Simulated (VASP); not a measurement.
CsPbCl3:

```
Cs Pb Cl
1.0
     5.67707    0.00000    0.00000
     0.00000    5.67707    0.00000
     0.00000    0.00000    5.67707
Cs Pb Cl
1 1 3
Cartesian
  0.0000 0.0000 0.0000
  2.8385 2.8385 2.8385
  2.8385 2.8385 0.0000
  2.8385 0.0000 2.8385
  0.0000 2.8385 2.8385
```

Base run:

* Program: VASP 6.6.1
* Functional: PBE
* Potentials or basis: VASP PAW PBE potentials, release 64 (Cs_sv, Pb_d, Cl)
* Cutoff: 520 eV
* k mesh: 4 × 4 × 4
* Occupations: fermi-dirac, width 0.02 eV
* Spin: no spin polarisation

Its results: band gap on the k mesh 2.10 eV, direct; pressure 0.7 GPa.

**Question.** The run is repeated on the same cell with these changes: functional from PBE to r2SCAN; occupations from fermi-dirac, width 0.02 eV to gaussian, width 0.01 eV. What comes out?

**Answer.** Band gap on the k mesh 2.48 eV, direct; pressure 0.0 GPa.

Caveats: spin-orbit coupling is left out, which moves the levels of the heavy elements; the PAW data sets were made with another functional, which shifts forces and pressure a little (some runs).

A k mesh can miss the band edges.
